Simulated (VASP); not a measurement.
PtSe:

```
CELL_PARAMETERS angstrom
0.00000 2.79841 2.79841
2.79841 0.00000 2.79841
2.79841 2.79841 0.00000
ATOMIC_POSITIONS crystal
Pt 0.50000 0.50000 0.50000
Se 0.00000 0.00000 0.00000
```

Program: VASP 6.6.1. Alike in all runs: potentials or basis VASP PAW PBE potentials, release 64 (Pt, Se); no spin polarisation; cell as given; smearing fermi-dirac 0.05 eV.

**Question.** Order these runs on this cell by their pressure, lowest first.
A. level r2SCAN50; k mesh 4 × 4 × 4; cutoff (eV) 520; grid for exact exchange (PRECFOCK) Normal; share of exact exchange 0.5
B. level r2SCAN0; k mesh 4 × 4 × 4; cutoff (eV) 520; grid for exact exchange (PRECFOCK) Normal; share of exact exchange 0.25
C. level PBE; k mesh 8 × 8 × 8; cutoff (eV) 400

**Answer.** A (-19.8 GPa), B (-17.5 GPa), C (-14.6 GPa).

Caveats: some runs use coarse meshes; the PAW data sets were made with another functional, which shifts forces and pressure a little (at least some runs); the cell stands under tension (at least some runs).
